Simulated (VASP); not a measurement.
# Ir (Pm-3m) in VASP: further runs, part 2 of 2

VASP 6.6.1. The steps go on from the part before.

## Step 4: Single point, LDA (volume scaled by 0.6)

Input file INCAR:

```
ALGO     = Normal         # electronic algorithm
EDIFF    = 1E-7           # SCF threshold, eV
ENCUT    = 520            # plane-wave cutoff, eV
ISIF     = 2              # what is computed and relaxed
ISMEAR   = -1             # smearing method
LASPH    = True           # aspherical terms in the spheres
LCHARG   = False          # write CHGCAR
LREAL    = False          # projectors in reciprocal space
LWAVE    = False          # write WAVECAR
NBANDS   = 10             # bands
NELM     = 100            # most SCF steps
PREC     = Accurate       # precision mode
SIGMA    = 0.1            # smearing width, eV
```

Input file KPOINTS:

```
k-points
0
Gamma
  15 15 15
```

Input file POSCAR:

```
Ir
1.0
    2.1311929121      0.0000000000      0.0000000000
    0.0000000000      2.1311929121      0.0000000000
    0.0000000000      0.0000000000      2.1311929121
Ir
1
Direct
    0.0000000000      0.0000000000      0.0000000000
```

Potentials or basis: VASP PAW LDA potentials, release 64 (Ir).

Run with:

```console
cat potpaw_LDA.64/Ir/POTCAR > POTCAR
mpirun -np 1 vasp_std > vasp.out
```

OUTCAR:

```text
EDIFF = 1E-7
   ENCUT = 520
   ISIF = 2
   ISMEAR = -1
   LASPH = True
   LREAL = False
   NELM = 100
   PREC = Accurate

 ion  position               nearest neighbor table
   1  0.000  0.000  0.000-

  LATTYP: Found a simple cubic cell.
 ALAT       =     2.1311929121

  Lattice vectors:

 A1 = (   2.1311929121,   0.0000000000,   0.0000000000)
 A2 = (   0.0000000000,   2.1311929121,   0.0000000000)
 A3 = (   0.0000000000,   0.0000000000,   2.1311929121)

Analysis of symmetry for initial positions (statically):
=====================================================================
 Subroutine PRICEL returns:
 Original cell was already a primitive cell.

 Routine SETGRP: Setting up the symmetry group for a
 simple cubic supercell.

 Subroutine GETGRP returns: Found 48 space group operations
 (whereof 48 operations were pure point group operations)
 out of a pool of 48 trial point group operations.

The static configuration has the point symmetry O_h .

Analysis of symmetry for dynamics (positions and initial velocities):
=====================================================================
 Subroutine PRICEL returns:
 Original cell was already a primitive cell.

 Routine SETGRP: Setting up the symmetry group for a
 simple cubic supercell.

 Subroutine GETGRP returns: Found 48 space group operations
 (whereof 48 operations were pure point group operations)
 out of a pool of 48 trial point group operations.

The dynamic configuration has the point symmetry O_h .

 Subroutine INISYM returns: Found 48 space group operations
 (whereof 48 operations are pure point group operations),
 and found     1 'primitive' translations

----------------------------------------------------------------------------------------

                                     Primitive cell

  volume of cell :       9.6798

[... 102 lines left out ...]
   EFERMI_NEDOS =   21; number of points for ismear=-14 and -15
   IALGO  =     38    algorithm
   IMIX   =      4    mixing-type and parameters
     AMIX     =   0.40;   BMIX     =  1.00
     AMIX_MAG =   1.60;   BMIX_MAG =  1.00
  volume/ion in A,a.u.               =       9.68        65.32
  Fermi-wavevector in a.u.,A,eV,Ry     =   1.597839  3.019477 34.736873  2.553088
  Thomas-Fermi vector in A             =   2.695382
   LORBIT       =      0    0 simple, 1 ext, 2 COOP (PROOUT), +10 PAW based schemes
   GGA     = CA    functional components
   LHFCALC =     F    Hartree Fock is set to
   AEXX    =    0.0000 exact exchange contribution
   IVDW    =     0    specifies the selected vdW correction
   LEPSILON=     F    determine dielectric tensor
   LRPA    =     F    only Hartree local field effects (RPA)
 non-spin polarized calculation
  energy-cutoff  :      520.00
  volume of cell :        9.68
 maximum number of plane-waves:       280
 NGX is ok and might be reduce to    16
   NGX =  7   NGY =  7   NGZ =  7

 number of electron       9.0000003 magnetization

 Free energy of the ion-electron system (eV)
  ---------------------------------------------------
  ext. energy  EPLUGINS =         0.00000000
  ---------------------------------------------------
  free energy    TOTEN  =        -3.05320236 eV

  energy without entropy =       -3.03512674  energy(sigma->0) =       -3.04416455

 E-fermi :  18.1992     XC(G=0): -16.2401

 val. band max:       18.1883232040   @ k =   0.4667   0.2667   0.0000
 cond. band min:      18.2061433493   @ k =   0.3333   0.3333   0.2667
 fundamental gap:      0.0178201452
 Fermi energy:        18.1991949615

 k-point     1 :       0.0000    0.0000    0.0000
  band No.  band energies     occupation
      1       3.2851      2.00000
      2       5.3596      2.00000
      3       5.3596      2.00000
      4      21.4163      0.00000
      5      21.4163      0.00000
      6      21.4163      0.00000
      7      37.6656      0.00000
      8      37.6656      0.00000
      9      37.6656      0.00000
     10      47.2505      0.00000
[... 287 lines left out ...]
 k-point    24 :       0.3333    0.2000    0.0000
  band No.  band energies     occupation
      1       6.9598      2.00000
      2       8.7680      2.00000
      3      11.6518      2.00000
      4      16.1435      2.00000
      5      16.9710      1.99999
      6      19.2388      0.00006
      7      30.6738      0.00000
      8      37.3943      0.00000
      9      39.4573      0.00000
     10      47.7035      0.00000

 [... further k-points ...]
[... 5 lines left out ...]
  --------------------------------------------------------------------------------------
  -------------------------------------------------------------------------------------
  Total       29.1665479     29.1665479     29.1665479      0.0000000      0.0000000     -0.0000000
  in kB     4827.5560221   4827.5560221   4827.5560221      0.0000000      0.0000000     -0.0000000
  external PRESSURE =    4827.5560221 kB  Pullay stress =       0.0000000 kB

 VOLUME and BASIS-vectors are now :
 -----------------------------------------------------------------------------
  energy-cutoff  :      520.00
  volume of cell :        9.68
      direct lattice vectors                 reciprocal lattice vectors
     2.131192912  0.000000000  0.000000000     0.469220780  0.000000000  0.000000000
     0.000000000  2.131192912  0.000000000     0.000000000  0.469220780  0.000000000
     0.000000000  0.000000000  2.131192912     0.000000000  0.000000000  0.469220780

 POSITION                                       TOTAL-FORCE (eV/Angst)
 -----------------------------------------------------------------------------------
      0.00000      0.00000      0.00000         0.000000      0.000000      0.000000
 -----------------------------------------------------------------------------------
    total drift:                                0.000000     -0.000000      0.000000

  FREE ENERGIE OF THE ION-ELECTRON SYSTEM (eV)
  ---------------------------------------------------
  free  energy   TOTEN  =        -3.0532023579 eV

  energy  without entropy=       -3.0351267372  energy(sigma->0) =       -3.04416455
```

stdout:

```text
POSCAR found type information on POSCAR Ir
 POSCAR found :  1 types and       1 ions
 scaLAPACK will be used
 LDA part: xc-table for (Slater(with rela. corr.)+CA(PZ))
 , standard interpolation
 POSCAR, INCAR and KPOINTS ok, starting setup
 FFT: planning ... GRIDC
 FFT: planning ... GRID_SOFT
 FFT: planning ... GRID
 WAVECAR not read
 entering main loop
```

It took 12 s on 1 thread of Intel Xeon 6975P-C, shared host; peak memory 0.12 GiB.

Results:

* Free energy: -3.0532 eV
* Pressure: 482.8 GPa

Levels at points of the mesh, in eV from the Fermi level:
| k point | band 3 | band 4 | band 5 | band 6 | band 7 | band 8 |
| --- | --- | --- | --- | --- | --- | --- |
| (0.00, 0.00, 0.00) | -12.84 | 3.22 | 3.22 | 3.22 | 19.47 | 19.47 |

Caveat: spin-orbit coupling is left out, which moves the levels of the heavy elements.
